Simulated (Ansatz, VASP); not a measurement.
Two plane-wave programs on TaN

```xyz
2
Lattice="2.9380 0.0000 0.0000 -1.4690 2.5444 0.0000 0.0000 0.0000 2.8830" Properties=species:S:1:pos:R:3 pbc="T T T"
Ta    0.0000    0.0000    1.4415
N     1.4690    0.8481    0.0000
```

Alike in both runs: functional PBEsol; k mesh 10 × 10 × 9; occupations fermi-dirac, width 0.05 eV; no spin polarisation; Hubbard terms Ta d U = 8.0 eV.

```csv
,VASP,Ansatz
version,VASP 6.6.1,Ansatz 0.2.0
potentials or method,"VASP PAW PBE potentials, release 64 (Ta_pv, N)",Ansatz PAW
plane-wave cutoff (eV),520,420
valence electrons in the cell,16,18
task,single point,projected density of states
```

```tsv
	VASP	Ansatz	Ansatz less VASP
gap on the k mesh at the Fermi level (eV)	none	none	-
pressure (GPa)	23.3	4.0	-19.30
traceless stress, the component that is largest in VASP (GPa)	1.79	-4.58	-6.377
```

VASP's potentials were made for PBE, not for PBEsol. The programs project onto different local orbitals, so the same U acts differently, and such runs can settle in different states. A gap of «none» marks a metal or a gap that the smearing closes. VASP's potentials hold 16 valence electrons a cell and Ansatz's 18, so a difference there can come from the potentials and not from the codes.

Neither program's run includes spin-orbit coupling.
